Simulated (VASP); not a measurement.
# SiO2 (P-4n2) in VASP: notebook

Runs on SiO2. Level: PBE. Tasks: electric field gradients.

All numbers are computed with VASP 6.6.1; they aren't measurements. Logs are shortened: lines on timing, memory, paths and dates and some standing lists are left out, and cuts for length are marked.

**1. The cell of the first run**

Symmetry: P-4n2, No. 118, tetragonal system. The conventional cell has a = 6.858 Å, b = 6.858 Å, c = 7.033 Å, α = 90.00°, β = 90.00°, γ = 90.00°. Within 2.1 Å of Si (site symmetry 1) lie 4 O at 1.61 to 1.63 Å. O (site symmetry 1) has 2 Si at 1.61 to 1.62 Å within 2.1 Å. O (site symmetry 2) has 2 Si at 1.62 Å within 2.2 Å. Within 2.2 Å of O (site symmetry 2) lie 2 Si at 1.63 Å.

**2. Electric field gradients, PBE**

The input, INCAR:

```
SYSTEM = SiO2
PREC = Accurate
ENCUT = 520
EDIFF = 1E-8
ISMEAR = -1
SIGMA = 0.02
LREAL = Auto
LASPH = .TRUE.
NELM = 60
ALGO = Normal
ISIF = 2
LWAVE = .FALSE.
LCHARG = .FALSE.
GGA = PE
LEFG = .TRUE.
NBANDS = 82
```

The input, KPOINTS:

```
regular mesh
0
G
  4 4 3
  0 0 0
```

The input, POSCAR:

```
SiO2
1.0
    6.8575811700      0.0000000000      0.0000000000
    0.0000000000      6.8575811700      0.0000000000
    0.0000000000      0.0000000000      7.0330712900
Si O
8 16
Direct
    0.2058192100      0.4510069400      0.9491785700
    0.0489930600      0.2941807900      0.5508214300
    0.9510069400      0.7058192100      0.5508214300
    0.4510069400      0.7941807900      0.0508214300
    0.7941807900      0.5489930600      0.9491785700
    0.7058192100      0.0489930600      0.4491785700
    0.2941807900      0.9510069400      0.4491785700
    0.5489930600      0.2058192100      0.0508214300
    0.1569431900      0.8180152000      0.5832383000
    0.3430568100      0.3180152000      0.0832383000
    0.6569431900      0.6819848000      0.0832383000
    0.0000000000      0.5000000000      0.0502808900
    0.1607908700      0.3392091300      0.7500000000
    0.5000000000      0.0000000000      0.9497191100
    0.6819848000      0.3430568100      0.9167617000
    0.3180152000      0.6569431900      0.9167617000
    0.0000000000      0.5000000000      0.4497191100
    0.8430568100      0.1819848000      0.5832383000
    0.5000000000      0.0000000000      0.5502808900
    0.1819848000      0.1569431900      0.4167617000
    0.8180152000      0.8430568100      0.4167617000
    0.6607908700      0.1607908700      0.2500000000
    0.3392091300      0.8392091300      0.2500000000
    0.8392091300      0.6607908700      0.7500000000
```

Potentials or basis: VASP PAW PBE potentials, release 64 (Si, O).

The run is started by

```bash
$ cat potpaw_PBE.64/Si/POTCAR potpaw_PBE.64/O/POTCAR > POTCAR
$ mpirun -np 1 vasp_std > vasp.out
```

OUTCAR:

```text
SYSTEM = SiO2
   PREC = Accurate
   ENCUT = 520
   EDIFF = 1E-8
   ISMEAR = -1
   LREAL = Auto
   LASPH = .TRUE.
   NELM = 60
   ISIF = 2
   GGA = PE

 ion  position               nearest neighbor table
   1  0.206  0.451  0.949-  10 1.61  12 1.62  16 1.62  13 1.63   5 2.90   4 2.98   8 2.98
   2  0.049  0.294  0.551-  20 1.61  17 1.62  18 1.62  13 1.63   3 2.90   6 2.98   7 2.98
   3  0.951  0.706  0.551-  21 1.61  17 1.62   9 1.62  24 1.63   2 2.90   6 2.98   7 2.98
   4  0.451  0.794  0.051-  16 1.61  14 1.62  11 1.62  23 1.63   8 2.90   5 2.98   1 2.98
   5  0.794  0.549  0.949-  11 1.61  12 1.62  15 1.62  24 1.63   1 2.90   4 2.98   8 2.98
   6  0.706  0.049  0.449-  18 1.61  19 1.62  21 1.62  22 1.63   7 2.90   3 2.98   2 2.98
   7  0.294  0.951  0.449-   9 1.61  19 1.62  20 1.62  23 1.63   6 2.90   3 2.98   2 2.98
   8  0.549  0.206  0.051-  15 1.61  14 1.62  10 1.62  22 1.63   4 2.90   1 2.98   5 2.98
   9  0.157  0.818  0.583-   7 1.61   3 1.62
  10  0.343  0.318  0.083-   1 1.61   8 1.62
  11  0.657  0.682  0.083-   5 1.61   4 1.62
  12  0.000  0.500  0.050-   1 1.62   5 1.62
  13  0.161  0.339  0.750-   1 1.63   2 1.63
  14  0.500  0.000  0.950-   4 1.62   8 1.62
[... 8 lines left out ...]
  23  0.339  0.839  0.250-   4 1.63   7 1.63
  24  0.839  0.661  0.750-   3 1.63   5 1.63

  LATTYP: Found a simple tetragonal cell.
 ALAT       =     6.8575811700
 C/A-ratio  =     1.0255906734

  Lattice vectors:

 A1 = (   6.8575811700,   0.0000000000,   0.0000000000)
 A2 = (   0.0000000000,   6.8575811700,   0.0000000000)
 A3 = (   0.0000000000,   0.0000000000,   7.0330712900)

Analysis of symmetry for initial positions (statically):
=====================================================================
 Subroutine PRICEL returns:
 Original cell was already a primitive cell.

 Routine SETGRP: Setting up the symmetry group for a
 simple tetragonal supercell.

 Subroutine GETGRP returns: Found  8 space group operations
 (whereof  4 operations were pure point group operations)
 out of a pool of 16 trial point group operations.

The static configuration has the point symmetry S_4 .
 The point group associated with its full space group is D_2d.

Analysis of symmetry for dynamics (positions and initial velocities):
=====================================================================
 Subroutine PRICEL returns:
 Original cell was already a primitive cell.

 Routine SETGRP: Setting up the symmetry group for a
 simple tetragonal supercell.

 Subroutine GETGRP returns: Found  8 space group operations
 (whereof  4 operations were pure point group operations)
 out of a pool of 16 trial point group operations.

The dynamic configuration has the point symmetry S_4 .
 The point group associated with its full space group is D_2d.

 Subroutine INISYM returns: Found  8 space group operations
 (whereof  4 operations are pure point group operations),
 and found     1 'primitive' translations

----------------------------------------------------------------------------------------

                                     Primitive cell

  volume of cell :     330.7402

  direct lattice vectors                    reciprocal lattice vectors
     6.857581170  0.000000000  0.000000000     0.145824012  0.000000000  0.000000000
     0.000000000  6.857581170  0.000000000     0.000000000  0.145824012  0.000000000
     0.000000000  0.000000000  7.033071290     0.000000000  0.000000000  0.142185392

  length of vectors
     6.857581170  6.857581170  7.033071290     0.145824012  0.145824012  0.142185392

  position of ions in fractional coordinates (direct lattice)
     0.205819210  0.451006940  0.949178570
     0.048993060  0.294180790  0.550821430
     0.951006940  0.705819210  0.550821430
     0.451006940  0.794180790  0.050821430
     0.794180790  0.548993060  0.949178570
     0.705819210  0.048993060  0.449178570
[... 16 lines left out ...]
     0.339209130  0.839209130  0.250000000
     0.839209130  0.660790870  0.750000000

  ion indices of the primitive-cell ions
   primitive index   ion index
                 1           1
                 2           2
[... 87 lines left out ...]
   ISIF   =      2    stress and relaxation
   ISYM   =      2    0-nonsym 1-usesym 2-fastsym
   POTIM  = 0.5000    time-step for ionic-motion
   TEBEG  =    0.0;   TEEND  =   0.0 temperature during run
   PSTRESS=    0.0 pullay stress
   NELECT =     128.0000    total number of electrons
   NUPDOWN=      -1.0000    fix difference up-down
   EMIN   =  10.00;   EMAX   =-10.00  energy-range for DOS
   EFERMI =   0.00;   METHOD = LEGACY
   ISMEAR =    -1;   SIGMA  =   0.02  broadening in eV -4-tet -1-fermi 0-gaus
   EFERMI_NEDOS =   21; number of points for ismear=-14 and -15
   IALGO  =     38    algorithm
   IMIX   =      4    mixing-type and parameters
     AMIX     =   0.40;   BMIX     =  1.00
     AMIX_MAG =   1.60;   BMIX_MAG =  1.00
  volume/ion in A,a.u.               =      13.78        93.00
  Fermi-wavevector in a.u.,A,eV,Ry     =   1.193024  2.254488 19.365257  1.423306
  Thomas-Fermi vector in A             =   2.329048
   LORBIT       =      0    0 simple, 1 ext, 2 COOP (PROOUT), +10 PAW based schemes
   GGA     = PE    functional components
   LHFCALC =     F    Hartree Fock is set to
   AEXX    =    0.0000 exact exchange contribution
   IVDW    =     0    specifies the selected vdW correction
   LEPSILON=     F    determine dielectric tensor
   LRPA    =     F    only Hartree local field effects (RPA)
 non-spin polarized calculation
  energy-cutoff  :      520.00
  volume of cell :      330.74
 maximum number of plane-waves:      8926
 NGX is ok and might be reduce to    54
   NGX = 25   NGY = 25   NGZ = 27

 number of electron     128.0000035 magnetization

 Free energy of the ion-electron system (eV)
  ---------------------------------------------------
  ext. energy  EPLUGINS =         0.00000000
  ---------------------------------------------------
  free energy    TOTEN  =      -188.05551059 eV

  energy without entropy =     -188.05551059  energy(sigma->0) =     -188.05551059

 E-fermi :   1.0167     XC(G=0):  -8.5989

 val. band max:        0.5654677739   @ k =   0.5000   0.5000   0.3333
 cond. band min:       6.0837844127   @ k =   0.0000   0.0000   0.0000
 fundamental gap:      5.5183166388
 Fermi energy:         1.0166727039

 k-point     1 :       0.0000    0.0000    0.0000
  band No.  band energies     occupation
      1     -19.1533      2.00000
      2     -18.6132      2.00000
      3     -18.2715      2.00000
      4     -18.0139      2.00000
      5     -18.0139      2.00000
      6     -17.5470      2.00000
[... 937 lines left out ...]
     75       9.7004      0.00000
     76      10.0573      0.00000
 [bands above 76 left out]

------------------------ aborting loop because EDIFF is reached ----------------------------------------

  FORCE on cell =-STRESS in cart. coord.  units (eV):
  Direction    XX          YY          ZZ          XY          YZ          ZX
  --------------------------------------------------------------------------------------
  -------------------------------------------------------------------------------------
  Total       10.6781677     10.6781677     10.3407847      0.0000000      0.0000000      0.0000000
  in kB       51.7273688     51.7273688     50.0930120      0.0000000      0.0000000      0.0000000
  external PRESSURE =      51.1825832 kB  Pullay stress =       0.0000000 kB

 VOLUME and BASIS-vectors are now :
 -----------------------------------------------------------------------------
  energy-cutoff  :      520.00
  volume of cell :      330.74
      direct lattice vectors                 reciprocal lattice vectors
     6.857581170  0.000000000  0.000000000     0.145824012  0.000000000  0.000000000
     0.000000000  6.857581170  0.000000000     0.000000000  0.145824012  0.000000000
     0.000000000  0.000000000  7.033071290     0.000000000  0.000000000  0.142185392

 POSITION                                       TOTAL-FORCE (eV/Angst)
 -----------------------------------------------------------------------------------
      1.41142      3.09282      6.67564        -0.006445     -0.029666     -0.077770
      0.33597      2.01737      3.87397         0.029666      0.006445      0.077770
      6.52161      4.84021      3.87397        -0.029666     -0.006445      0.077770
      3.09282      5.44616      0.35743        -0.029666      0.006445      0.077770
      5.44616      3.76476      6.67564         0.006445      0.029666     -0.077770
      4.84021      0.33597      3.15910        -0.006445      0.029666     -0.077770
[... 16 lines left out ...]
      2.32615      5.75494      1.75827        -0.152166     -0.152166      0.000000
      5.75494      4.53143      5.27480        -0.152166      0.152166      0.000000
 -----------------------------------------------------------------------------------
    total drift:                               -0.000000      0.000000     -0.000000

  FREE ENERGIE OF THE ION-ELECTRON SYSTEM (eV)
  ---------------------------------------------------
  free  energy   TOTEN  =      -188.0555105857 eV

  energy  without entropy=     -188.0555105857  energy(sigma->0) =     -188.05551059

 Electric field gradients (V/A^2)
---------------------------------------------------------------------
 ion       V_xx      V_yy      V_zz      V_xy      V_xz      V_yz
---------------------------------------------------------------------
   1     -17.044    -0.392    17.436     5.279    -8.316    -3.137
   2      -0.392   -17.044    17.436     5.279    -3.137    -8.316
   3      -0.392   -17.044    17.436     5.279     3.137     8.316
   4      -0.392   -17.044    17.436    -5.279     3.137    -8.316
   5     -17.044    -0.392    17.436     5.279     8.316     3.137
   6     -17.044    -0.392    17.436    -5.279    -8.316     3.137
[... 16 lines left out ...]
  23     -28.399   -28.399    56.799   -17.801   -46.686    46.686
  24     -28.399   -28.399    56.799    17.801   -46.686   -46.686
---------------------------------------------------------------------

 Electric field gradients after diagonalization (V/A^2)
 (convention: |V_zz| > |V_xx| > |V_yy|)
----------------------------------------------------------------------
 ion       V_xx      V_yy      V_zz     asymmetry (V_yy - V_xx)/ V_zz
----------------------------------------------------------------------
   1     -19.978    -0.250    20.228       0.975
   2     -19.978    -0.250    20.228       0.975
   3     -19.978    -0.250    20.228       0.975
   4     -19.978    -0.250    20.228       0.975
   5     -19.978    -0.250    20.228       0.975
   6     -19.978    -0.250    20.228       0.975
[... 16 lines left out ...]
  23     -51.026   -46.200    97.227       0.050
  24     -51.026   -46.200    97.227       0.050
----------------------------------------------------------------------

           NMR quadrupolar parameters

 Cq : quadrupolar parameter    Cq=e*Q*V_zz/h
 eta: asymmetry parameters     (V_yy - V_xx)/ V_zz
 Q  : nuclear electric quadrupole moment in mb (millibarn)
----------------------------------------------------------------------
 ion       Cq(MHz)       eta       Q (mb)
----------------------------------------------------------------------
   1       0.049       0.975       1.000
   2       0.049       0.975       1.000
   3       0.049       0.975       1.000
   4       0.049       0.975       1.000
   5       0.049       0.975       1.000
   6       0.049       0.975       1.000
[... 16 lines left out ...]
  23       0.235       0.050       1.000
  24       0.235       0.050       1.000
----------------------------------------------------------------------
```

Wall time 11 min (1 thread of Oxide Virtual Turin-like, shared host); peak memory 0.47 GiB.

Results:

| Quantity | Value |
| --- | --- |
| Free energy | -188.0555 eV |
| Pressure | 5.1 GPa |
| Largest force | 0.442 eV/Å |
| Band gap on the k mesh | 5.52 eV (least direct gap 5.64 eV) |
| Largest electric field gradient by atom | Si +20.2; O +87.6, +83.1, +97.2 (each value once) V/Å² |

Forces in eV/Å, atoms in the order of the input:
```
Si  -0.006 -0.030 -0.078
Si   0.030  0.006  0.078
Si  -0.030 -0.006  0.078
Si  -0.030  0.006  0.078
Si   0.006  0.030 -0.078
Si  -0.006  0.030 -0.078
Si   0.006 -0.030 -0.078
Si   0.030 -0.006  0.078
O    0.170 -0.066  0.344
O   -0.170 -0.066  0.344
O    0.170  0.066  0.344
O    0.000  0.000  0.442
O    0.152 -0.152  0.000
O    0.000  0.000 -0.442
O    0.066 -0.170 -0.344
O   -0.066  0.170 -0.344
O    0.000  0.000 -0.442
O   -0.170  0.066  0.344
O    0.000  0.000  0.442
O    0.066  0.170 -0.344
O   -0.066 -0.170 -0.344
O    0.152  0.152  0.000
O   -0.152 -0.152  0.000
O   -0.152  0.152  0.000
```

Electric field gradients, principal values (V/Å²):
```csv
atom,least,middle,greatest (by size)
1 Si,-0.250,-19.978,20.228
2 Si,-0.250,-19.978,20.228
3 Si,-0.250,-19.978,20.228
4 Si,-0.250,-19.978,20.228
5 Si,-0.250,-19.978,20.228
6 Si,-0.250,-19.978,20.228
7 Si,-0.250,-19.978,20.228
8 Si,-0.250,-19.978,20.228
9 O,-28.764,-58.866,87.629
10 O,-28.764,-58.866,87.629
11 O,-28.764,-58.866,87.629
12 O,-25.668,-57.396,83.064
13 O,-46.200,-51.026,97.227
14 O,-25.668,-57.396,83.064
15 O,-28.764,-58.866,87.629
16 O,-28.764,-58.866,87.629
17 O,-25.668,-57.396,83.064
18 O,-28.764,-58.866,87.629
19 O,-25.668,-57.396,83.064
20 O,-28.764,-58.866,87.629
21 O,-28.764,-58.866,87.629
22 O,-46.200,-51.026,97.227
23 O,-46.200,-51.026,97.227
24 O,-46.200,-51.026,97.227
```

Caveat: the cell stands under pressure; without QUAD_EFG the Cq values of the log hold for a quadrupole moment of 1 mb, not for the nuclei.

(Continued in part 2 of 2.)
